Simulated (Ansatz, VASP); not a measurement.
One calculation of C, two programs

```xyz
2
Lattice="0.0000 1.7858 1.7858 1.7858 0.0000 1.7858 1.7858 1.7858 0.0000" Properties=species:S:1:pos:R:3 pbc="T T T"
C     0.0000    0.0000    0.0000
C     0.8929    0.8929    0.8929
```

Alike in both runs: task single point; functional PBE; k mesh 10 × 10 × 10; occupations fermi-dirac, width 0.01 eV; no spin polarisation.

```csv
,VASP,Ansatz
version,VASP 6.6.1,Ansatz 0.2.0
potentials or method,"VASP PAW PBE potentials, release 64 (C), cutoff 600 eV",plane-wave PAW DFT
valence electrons in the cell,8,8
```

VASP gave:

| Property | Result |
| --- | --- |
| gap on the k mesh at the Fermi level (eV) | 4.16 |

**Question.** Which values does Ansatz return?

**Answer.** gap on the k mesh at the Fermi level (eV): 4.17.

With one functional, cell and mesh, what is left measures potentials, basis and numerics.
